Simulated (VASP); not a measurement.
Here is a VASP 6.6.1 calculation.

The input INCAR:

```
SYSTEM = TaN
PREC = Accurate ; ENCUT = 700
EDIFF = 1E-6 ; ISMEAR = 0
SIGMA = 0.15 ; LREAL = .False.
LASPH = .True. ; NELM = 120
ALGO = Normal ; ISIF = 2
LWAVE = .False. ; LCHARG = .False.
GGA = PS ; NBANDS = 16
GGA_COMPAT = .False.
```

KPOINTS

```
regular mesh
0
Gamma
  18 18 18
  0 0 0
```

The input POSCAR:

```
TaN
1.0
    0.0000000000      2.1874436400      2.2165366404
    2.1874436400      0.0000000000      2.2165366404
    2.1874436400      2.1874436400      0.0000000000
Ta N
1 1
Direct
    0.5000000000      0.5000000000      0.5000000000
    0.0000000000      0.0000000000      0.0000000000
```

Potentials or basis: VASP PAW PBE potentials, release 64 (Ta_sv_GW, N).

Launch:

```console
$ cat potpaw_PBE.64/Ta_sv_GW/POTCAR potpaw_PBE.64/N/POTCAR > POTCAR
$ mpirun -np 1 vasp_std > vasp.out
```

**Question.** Estimate the band gap on the k mesh.

**Answer.** Zero (bands 9 and 10 overlap by 3.95 eV).

**Question.** Estimate the pressure.

**Answer.** -4.3 GPa.

Stress tensor (GPa, compression positive):
```
-1.71  0.00  0.00
 0.00 -1.71  0.00
 0.00  0.00 -9.45
```

Caveat: the cell differs from its parent crystal (engineering shear strain xz +0.0000, normal strain along z +0.0133); the stress differs along the axes, from -9 to -2 GPa; the PAW data sets were made with another functional, which shifts forces and pressure a little; spin-orbit coupling is left out, which moves the levels of the heavy elements.
